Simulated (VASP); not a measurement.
A run of VASP 6.6.1 is set up as follows.

File INCAR:

```
ALGO = Fast
EDIFF = 1E-6
ENCUT = 520
GGA = PE
ISIF = 2
ISMEAR = 0
LASPH = True
LCHARG = False
LREAL = False
LWAVE = False
NBANDS = 67
NELM = 80
PREC = Accurate
SIGMA = 0.1
```

File KPOINTS:

```
k-points
0
Gamma
  6 4 2
```

POSCAR

```
ZnSn2N3
1.0
    3.1018496280      0.0000000000      0.0000000000
    0.0647921485      5.5969120302      0.0000000000
    0.1746226069      0.4400762799     10.1805045757
Zn Sn N
2 4 6
Direct
    0.5583473959      0.5424396276      0.5632642901
    0.6255513635      0.0624109954      0.0515440446
    0.0457516128      0.9907466846      0.6549273407
    0.1366602819      0.5182892792      0.1588015339
    0.0821501263      0.4753224929      0.8343256645
    0.0555691947      0.0183131531      0.3347088467
    0.5861766515      0.8956032247      0.4896343282
    0.5842152594      0.3910551888      0.9963127235
    0.6480676825      0.7293326800      0.7517589512
    0.5214133148      0.2911940882      0.2830558379
    0.4611460495      0.2687241165      0.6981228083
    0.6949510670      0.8165684691      0.1835436303
```

Potentials or basis: VASP PAW PBE potentials, release 64 (Zn, Sn_d, N).

Launch:

```sh
$ cat potpaw_PBE.64/Zn/POTCAR potpaw_PBE.64/Sn_d/POTCAR potpaw_PBE.64/N/POTCAR > POTCAR
$ mpirun -np 1 vasp_std > vasp.out
```

Problem. Estimate the pressure.

Solution. 3.3 GPa.

Problem. Estimate the largest force.

Solution. 0.915 eV/Å.

Problem. Predict the band gap on the k mesh.

Solution. Zero (bands 55 and 56 overlap by 1.50 eV).

Stress tensor (GPa, compression positive):
```
 3.66 -0.57 -0.11
-0.57  2.54  0.40
-0.11  0.40  3.60
```

Caveat: the cell stands under pressure; spin-orbit coupling is left out, which moves the levels of the heavy elements.
